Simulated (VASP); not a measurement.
**Si: single point with LDA**

The system is Si.

```
Si
1.0
     0.00000    5.68895    5.68895
     5.68895    0.00000    5.68895
     5.68895    5.68895    0.00000
Si
16
Cartesian
  -0.8543 -0.1766 0.3525
  0.6218 1.1683 1.7506
  2.1345 2.5543 0.4207
  3.7284 4.0565 1.7715
  1.8508 -0.2287 3.1754
  3.4378 1.1533 4.5896
  5.1644 2.5354 3.1830
  6.3559 3.9597 4.8344
  -0.8747 2.5922 3.1229
  0.3984 4.0387 4.4774
  2.0823 5.3191 3.0869
  3.5442 6.8545 4.4700
  1.8367 2.5684 5.8039
  3.2614 3.8861 7.3866
  4.6900 5.2479 6.2453
  6.3932 6.7266 7.3051
```

```yaml
Program: VASP 6.6.1
Task: single point
Functional: LDA
Potentials_or_basis: VASP PAW LDA potentials, release 64 (Si)
Cutoff: 520 eV
k_mesh: 2 × 2 × 2
Occupations: fermi-dirac, width 0.17 eV
Spin: no spin polarisation
Dipole_correction: no
Further_INCAR_settings: LREAL = Auto; ALGO = Normal; EDIFF = 1e-06; NBANDS = 46
```

```json
{"Pressure": "-10.2 GPa", "Largest force": "2.661 eV/Å", "Band gap on the k mesh": "0.29 eV, direct"}
```

Forces in eV/Å, atoms in the order of the input:
```
Si   0.424  0.106 -0.623
Si  -0.326  0.532 -0.192
Si   0.764  0.116 -0.339
Si  -1.068 -1.244  0.602
Si   1.080 -0.882  0.842
Si  -0.098  0.419 -0.894
Si  -0.794 -0.041  0.253
Si  -0.488  0.248 -0.700
Si  -0.111 -0.122 -0.779
Si   0.955  0.460  0.278
Si   0.219  0.537  0.135
Si  -1.042 -1.021  1.388
Si   0.621 -0.178  0.412
Si  -0.945 -0.188  0.840
Si   1.405  1.287 -1.857
Si  -0.596 -0.030  0.634
```

Stress tensor (GPa, compression positive):
```
-10.48   0.50  -0.16
  0.50  -9.83  -0.97
 -0.16  -0.97 -10.20
```

Levels at points of the mesh, in eV from the valence-band top:
```tsv
k point	band 28	band 29	band 30	band 31	band 32	band 33	band 34	band 35	band 36	band 37
(0.00, 0.00, 0.00)	-1.10	-0.96	-0.34	-0.20	0.00	0.29	0.31	0.44	0.47	0.64
(0.50, 0.00, 0.00)	-2.01	-1.16	-0.98	-0.73	-0.59	0.85	0.89	1.01	1.07	1.14
(0.00, 0.50, 0.00)	-1.85	-1.15	-0.79	-0.71	-0.63	0.72	0.99	1.01	1.15	1.25
(0.00, 0.00, 0.50)	-1.72	-1.19	-0.86	-0.66	-0.54	0.89	0.92	1.15	1.16	1.25
(0.50, 0.50, 0.50)	-1.93	-1.06	-0.95	-0.81	-0.60	0.85	0.99	1.04	1.09	1.20
(0.50, 0.50, 0.00)	-1.82	-1.56	-1.32	-1.15	-1.07	0.79	0.90	1.64	1.87	1.93
(0.00, 0.50, 0.50)	-1.62	-1.52	-1.40	-1.24	-1.05	0.75	0.84	1.72	1.81	1.85
(0.50, 0.00, 0.50)	-1.83	-1.44	-1.34	-1.15	-1.13	0.85	0.89	1.75	1.84	1.92
```

Run time: 2.3 min on 1 thread of Intel(R) Xeon(R) 6975P-C (Granite Rapids) (shared host), peak memory 0.38 GiB.

Caveat: the k points lie up to 0.48 Å⁻¹ apart; forces of over 1 eV/Å act on the atoms, so gaps and moduli don't describe the material at rest. A k mesh can miss the band edges.
